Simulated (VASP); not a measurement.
**Si5F: single point with PBE**

The system is Si5F.

```
CELL_PARAMETERS angstrom
4.34701 0.00000 0.00000
-2.17350 3.76462 0.00000
0.00000 0.00000 5.13822
ATOMIC_POSITIONS crystal
Si 0.33333 0.66667 0.26042
Si 0.66667 0.33333 0.26042
Si 0.66667 0.33333 0.73958
Si 0.33333 0.66667 0.73958
Si 0.00000 0.00000 0.00000
F 0.00000 0.00000 0.50000
```

The cell was generated, and may not be a known phase.

| Item | Value |
| --- | --- |
| Program | VASP 6.6.1 |
| Task | single point |
| Functional | PBE |
| Potentials or basis | VASP PAW PBE potentials, release 64 (Si, F) |
| Cutoff | 520 eV |
| k mesh | 6 × 6 × 4 |
| Occupations | gaussian, width 0.1 eV |
| Spin | collinear spin |
| Starting moments | [0.0, 0.0, 0.0, 0.0, 0.0, 1.0] μB |

```
Pressure                                              : -0.1 GPa
Largest force                                         : 0.011 eV/Å
Net moment                                            : 0.00 μB per cell
Valence electrons inside the program's atomic spheres : Si 1.59, 1.47 (each value once); F 6.04
```

Forces on the atoms (eV/Å):
```
Si   0.000  0.000 -0.011
Si   0.000  0.000 -0.011
Si   0.000  0.000  0.011
Si   0.000  0.000  0.011
Si   0.000  0.000  0.000
F    0.000  0.000  0.000
```

Levels at points of the mesh, in eV from the Fermi level:
Spin up:
```csv
k point,band 10,band 11,band 12,band 13,band 14,band 15,band 16,band 17
"(0.00, 0.00, 0.00)",-3.86,-1.83,-1.76,-1.76,-0.34,-0.34,-0.27,1.79
"(0.50, 0.00, 0.00)",-3.49,-2.92,-2.84,-1.64,1.22,1.27,1.51,3.82
"(0.00, 0.00, 0.50)",-2.78,-2.78,-2.56,-2.56,-2.40,-2.40,-2.05,0.99
"(0.50, 0.00, 0.50)",-3.48,-2.12,-1.69,0.19,0.71,1.73,2.85,3.34
```
Spin down:
| k point | band 9 | band 10 | band 11 | band 12 | band 13 | band 14 | band 15 | band 16 | band 17 | band 18 |
| --- | --- | --- | --- | --- | --- | --- | --- | --- | --- | --- |
| (0.00, 0.00, 0.00) | -3.86 | -3.86 | -1.83 | -1.76 | -1.76 | -0.34 | -0.34 | -0.27 | 1.79 | 2.38 |
| (0.50, 0.00, 0.00) | -3.52 | -3.49 | -2.92 | -2.84 | -1.64 | 1.22 | 1.27 | 1.51 | 3.82 | 4.07 |
| (0.00, 0.00, 0.50) | -2.90 | -2.78 | -2.78 | -2.56 | -2.56 | -2.40 | -2.40 | -2.05 | 0.99 | 2.61 |
| (0.50, 0.00, 0.50) | -3.66 | -3.48 | -2.12 | -1.69 | 0.19 | 0.71 | 1.73 | 2.85 | 3.34 | 3.94 |

Run time: 36 s on 1 thread of Intel(R) Xeon(R) 6975P-C (Granite Rapids), with other jobs on the host, peak memory 0.24 GiB.
